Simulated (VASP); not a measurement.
# MgS (Pm-3m) in VASP: notebook, part 2 of 2

VASP 6.6.1.

**3. Single point, PBE (volume changed by -6%)**

Input file INCAR:

```
SYSTEM = MgS
  PREC = Accurate
  ENCUT = 520
  EDIFF = 1E-7
  ISMEAR = -1
  SIGMA = 0.02
  LREAL = .False.
  LASPH = .True.
  NELM = 80
  ALGO = Normal
  ISIF = 2
  LWAVE = .False.
  LCHARG = .False.
  GGA = PE
  NBANDS = 11
```

Input file KPOINTS:

```
regular mesh
0
Gamma
  6 6 6
  0 0 0
```

Input file POSCAR:

```
MgS
1.0
    3.2071835015      0.0000000000      0.0000000000
    0.0000000000      3.2071835015      0.0000000000
    0.0000000000      0.0000000000      3.2071835015
Mg S
1 1
Direct
    0.0000000000      0.0000000000      0.0000000000
    0.5000000000      0.5000000000      0.5000000000
```

Potentials or basis: VASP PAW PBE potentials, release 64 (Mg, S).

Run with:

```sh
cat potpaw_PBE.64/Mg/POTCAR potpaw_PBE.64/S/POTCAR > POTCAR
mpirun -np 1 vasp_std > vasp.out
```

OUTCAR:

```text
SYSTEM = MgS
   PREC = Accurate
   ENCUT = 520
   EDIFF = 1E-7
   ISMEAR = -1
   LREAL = .False.
   LASPH = .True.
   NELM = 80
   ISIF = 2
   GGA = PE

 ion  position               nearest neighbor table
   1  0.000  0.000  0.000-   2 2.78   2 2.78   2 2.78   2 2.78   2 2.78   2 2.78   2 2.78   2 2.78

   2  0.500  0.500  0.500-   1 2.78   1 2.78   1 2.78   1 2.78   1 2.78   1 2.78   1 2.78   1 2.78

  LATTYP: Found a simple cubic cell.
 ALAT       =     3.2071835015

[... 461 lines left out ...]

------------------------ aborting loop because EDIFF is reached ----------------------------------------

  FORCE on cell =-STRESS in cart. coord.  units (eV):
  Direction    XX          YY          ZZ          XY          YZ          ZX
  --------------------------------------------------------------------------------------
  -------------------------------------------------------------------------------------
  Total        0.8842032      0.8842032      0.8842032      0.0000000      0.0000000     -0.0000000
  in kB       42.9428873     42.9428873     42.9428873      0.0000000      0.0000000     -0.0000000
  external PRESSURE =      42.9428873 kB  Pullay stress =       0.0000000 kB

 VOLUME and BASIS-vectors are now :
 -----------------------------------------------------------------------------
  energy-cutoff  :      520.00
  volume of cell :       32.99
      direct lattice vectors                 reciprocal lattice vectors
     3.207183501  0.000000000  0.000000000     0.311800057  0.000000000  0.000000000
     0.000000000  3.207183501  0.000000000     0.000000000  0.311800057  0.000000000
     0.000000000  0.000000000  3.207183501     0.000000000  0.000000000  0.311800057

 POSITION                                       TOTAL-FORCE (eV/Angst)
 -----------------------------------------------------------------------------------
      0.00000      0.00000      0.00000         0.000000      0.000000      0.000000
      1.60359      1.60359      1.60359         0.000000      0.000000      0.000000
 -----------------------------------------------------------------------------------
    total drift:                                0.000000     -0.000000     -0.000000

  FREE ENERGIE OF THE ION-ELECTRON SYSTEM (eV)
  ---------------------------------------------------
  free  energy   TOTEN  =        -7.2262096764 eV

  energy  without entropy=       -7.2245140278  energy(sigma->0) =       -7.22536185
```

OSZICAR:

```text
N       E                     dE             d eps       ncg     rms          rms(c)
DAV:   1     0.208660327517E+02    0.20866E+02   -0.36325E+03   472   0.586E+02
DAV:   2    -0.637735711544E+01   -0.27243E+02   -0.25771E+02   569   0.956E+01
DAV:   3    -0.781794338424E+01   -0.14406E+01   -0.14360E+01   538   0.226E+01
DAV:   4    -0.782529633629E+01   -0.73530E-02   -0.73526E-02   529   0.203E+00
DAV:   5    -0.782534899646E+01   -0.52660E-04   -0.52659E-04   532   0.172E-01    0.577E+00
DAV:   6    -0.729108071185E+01    0.53427E+00   -0.11100E+00   482   0.398E+00    0.423E+00
DAV:   7    -0.723451978402E+01    0.56561E-01   -0.25631E-01   513   0.216E+00    0.254E+00
DAV:   8    -0.723864483796E+01   -0.41251E-02   -0.10164E-01   458   0.139E+00    0.109E+00
DAV:   9    -0.722623202450E+01    0.12413E-01   -0.29085E-02   470   0.707E-01    0.453E-01
DAV:  10    -0.722726588005E+01   -0.10339E-02   -0.17519E-03   476   0.205E-01    0.215E-01
DAV:  11    -0.722636221186E+01    0.90367E-03   -0.11748E-03   473   0.137E-01    0.566E-02
DAV:  12    -0.722620997882E+01    0.15223E-03   -0.60266E-04   516   0.105E-01    0.383E-02
DAV:  13    -0.722621075477E+01   -0.77595E-06   -0.11060E-05   527   0.218E-02    0.327E-02
DAV:  14    -0.722621004199E+01    0.71278E-06   -0.39138E-06   493   0.797E-03    0.122E-02
DAV:  15    -0.722620976938E+01    0.27261E-06   -0.19080E-07   381   0.250E-03    0.381E-03
DAV:  16    -0.722620967639E+01    0.92988E-07   -0.29409E-07   447   0.220E-03
   1 F= -.72262097E+01 E0= -.72253619E+01  d E =-.169565E-02
```

stdout:

```text
POSCAR found type information on POSCAR MgS
 POSCAR found :  2 types and       2 ions
 scaLAPACK will be used
 LDA part: xc-table for (Slater+PW92), standard interpolation
 POSCAR, INCAR and KPOINTS ok, starting setup
 FFT: planning ... GRIDC
 FFT: planning ... GRID_SOFT
 FFT: planning ... GRID
 WAVECAR not read
 entering main loop
```

It took 9.8 s on 1 thread of Intel Xeon 6975P-C, shared host; peak memory 0.14 GiB.

Results:

```yaml
Free_energy: -7.2262 eV
Pressure: 4.3 GPa
Band_gap_on_the_k_mesh: zero (band 4 reaches 5.89 eV, above the bottom of band 5 at 5.82 eV)
```

**4. Single point, PBE (volume changed by -3%)**

Input file INCAR:

```
PREC = Accurate ; ENCUT = 520
EDIFF = 1E-6 ; ISMEAR = -1
SIGMA = 0.02 ; LREAL = F
LASPH = T ; NELM = 60
ALGO = Normal ; ISIF = 2
LWAVE = F ; LCHARG = F
GGA = PE ; NBANDS = 11
```

Input file KPOINTS:

```
regular mesh
0
Gamma
  6 6 6
```

Input file POSCAR:

```
MgS
1.0
    3.2409458089      0.0000000000      0.0000000000
    0.0000000000      3.2409458089      0.0000000000
    0.0000000000      0.0000000000      3.2409458089
Mg S
1 1
Direct
    0.0000000000      0.0000000000      0.0000000000
    0.5000000000      0.5000000000      0.5000000000
```

Run with:

```sh
cat potpaw_PBE.64/Mg/POTCAR potpaw_PBE.64/S/POTCAR > POTCAR
mpirun -np 1 vasp_std > vasp.out
```

Wall time 10 s (1 thread of Intel Xeon 6975P-C, shared host); peak memory 0.14 GiB.

Results (log left out):

```yaml
Free_energy: -7.2461 eV
Pressure: 1.7 GPa
Band_gap_on_the_k_mesh: zero (band 4 reaches 5.56 eV, above the bottom of band 5 at 5.55 eV)
```

Levels at points of the mesh, in eV from the Fermi level:
| k point | band 2 | band 3 | band 4 | band 5 | band 6 | band 7 |
| --- | --- | --- | --- | --- | --- | --- |
| (0.00, 0.00, 0.00) | -1.31 | -1.31 | -1.31 | 1.02 | 4.38 | 4.38 |
| (0.50, 0.00, 0.00) | -6.76 | -0.54 | -0.54 | 4.01 | 6.47 | 7.20 |
| (0.50, 0.50, 0.00) | -5.10 | -5.10 | -0.38 | 0.20 | 7.74 | 8.61 |
| (0.50, 0.50, 0.50) | -3.82 | -3.82 | -3.82 | 1.67 | 1.67 | 1.67 |

**5. Single point, PBE (volume changed by +3%)**

Input file INCAR:

```
PREC     = Accurate       # precision mode
ENCUT    = 520            # plane-wave cutoff, eV
EDIFF    = 1E-6           # SCF threshold, eV
ISMEAR   = -1             # smearing method
SIGMA    = 0.02           # smearing width, eV
LREAL    = F              # projectors in reciprocal space
LASPH    = T              # aspherical terms in the spheres
NELM     = 60             # most SCF steps
ALGO     = Normal         # electronic algorithm
ISIF     = 2              # what is computed and relaxed
LWAVE    = F              # write WAVECAR
LCHARG   = T              # write CHGCAR
GGA      = PE             # functional
LELF     = T              # ELF
LVHAR    = T            
NBANDS   = 11             # bands
```

Input file KPOINTS:

```
Automatic mesh
0
Gamma
  6 6 6
```

Input file POSCAR:

```
MgS
1.0
    3.3064371065      0.0000000000      0.0000000000
    0.0000000000      3.3064371065      0.0000000000
    0.0000000000      0.0000000000      3.3064371065
Mg S
1 1
Direct
    0.0000000000      0.0000000000      0.0000000000
    0.5000000000      0.5000000000      0.5000000000
```

Run with:

```sh
cat potpaw_PBE.64/Mg/POTCAR potpaw_PBE.64/S/POTCAR > POTCAR
mpirun -np 1 vasp_std > vasp.out
```

It took 18 s on 1 thread of Intel Xeon 6975P-C, shared host; peak memory 0.15 GiB.

The run converged. Its results:

| Property | Result |
| --- | --- |
| Free energy | -7.2424 eV |
| Pressure | -2.2 GPa |
| Band gap on the k mesh | 0.06 eV, indirect (least direct gap 0.48 eV) |

Levels at points of the mesh, in eV from the valence-band top:
```csv
k point,band 1,band 2,band 3,band 4,band 5,band 6,band 7,band 8
"(0.00, 0.00, 0.00)",-13.68,-1.20,-1.20,-1.20,0.67,4.55,4.55,12.17
"(0.50, 0.00, 0.00)",-12.58,-6.35,-0.49,-0.49,3.76,6.00,7.32,7.43
"(0.50, 0.50, 0.00)",-11.69,-4.75,-4.75,-0.29,0.19,7.62,8.22,8.22
"(0.50, 0.50, 0.50)",-10.88,-3.52,-3.52,-3.52,1.79,1.79,1.79,5.11
```

**6. Summary**

```tsv
cell	gap on the mesh (eV)	pressure (GPa)
a = 3.274 Å, 2 atoms	0.02	-0.4
a = 3.207 Å, 2 atoms	none	4.3
a = 3.241 Å, 2 atoms	none	1.7
a = 3.306 Å, 2 atoms	0.06	-2.2
```

Alike in all rows: task single point; level PBE; potentials or basis VASP PAW PBE potentials, release 64 (Mg, S); no spin polarisation; k mesh 6 × 6 × 6; cutoff (eV) 520; smearing fermi-dirac 0.02 eV.

Total energies depend on the potentials used, so only differences within one code and one set of settings carry meaning.
